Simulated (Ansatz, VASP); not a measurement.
**One calculation of In3Cu, two programs**

```xyz
4
Lattice="4.4828 0.0000 0.0000 0.0000 4.4828 0.0000 0.0000 0.0000 4.4828" Properties=species:S:1:pos:R:3 pbc="T T T"
In    0.0000    2.2414    2.2414
In    2.2414    0.0000    2.2414
In    2.2414    2.2414    0.0000
Cu    0.0000    0.0000    0.0000
```

Alike in both runs: task single point; functional r2SCAN; k mesh 5 × 5 × 5; occupations gaussian, width 0.2 eV; no spin polarisation.

|  | VASP | Ansatz |
| --- | --- | --- |
| version | VASP 6.6.1 | Ansatz 0.2.0 |
| potentials or method | VASP PAW PBE potentials, release 64 (In_d, Cu) | plane waves, PAW |
| plane-wave cutoff (eV) | 660 | 500 |
| valence electrons in the cell | 50 | 58 |

|  | VASP | Ansatz | Ansatz less VASP |
| --- | --- | --- | --- |
| pressure (GPa) | -1.6 | -1.6 | -0.02 |

VASP's potentials were made for PBE, not for r2SCAN. With one functional, cell and mesh, what is left measures potentials, basis and numerics. VASP's potentials hold 50 valence electrons a cell and Ansatz's 58, so a difference there can come from the potentials and not from the codes.
